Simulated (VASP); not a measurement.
A run of VASP 6.6.1 is set up as follows.

File INCAR:

```
SYSTEM = S
ALGO     = Normal         ! electronic algorithm
EDIFF    = 1E-6           ! SCF threshold, eV
ENCUT    = 520            ! plane-wave cutoff, eV
GGA      = CA             ! functional
ISIF     = 2              ! what is computed and relaxed
ISMEAR   = 0              ! smearing method
LASPH    = .TRUE.         ! aspherical terms in the spheres
LCHARG   = .FALSE.        ! write CHGCAR
LREAL    = .FALSE.        ! projectors in reciprocal space
LWAVE    = .FALSE.        ! write WAVECAR
NBANDS   = 9              ! bands
NELM     = 100            ! most SCF steps
PREC     = Accurate       ! precision mode
SIGMA    = 0.15           ! smearing width, eV
```

KPOINTS

```
k-points
0
G
  20 20 20
  0 0 0
```

POSCAR

```
S
1.0
    0.0000000000      2.0541808543      2.0541808543
    2.0541808543      0.0000000000      2.0541808543
    2.0541808543      2.0541808543      0.0000000000
S
1
Direct
    0.0000000000      0.0000000000      0.0000000000
```

Potentials or basis: VASP PAW LDA potentials, release 64 (S).

Command:

```console
$ cat potpaw_LDA.64/S/POTCAR > POTCAR
$ mpirun -np 1 vasp_std > vasp.out
```

Q: What does it give for the band gap on the k mesh?

A: Zero (band 3 reaches 8.81 eV, above the bottom of band 4 at 3.89 eV).

Q: What does it give for the pressure?

A: -11.8 GPa.

Caveat: the cell differs from its parent crystal (strain +0.030 along x and y, +0.030 along z).
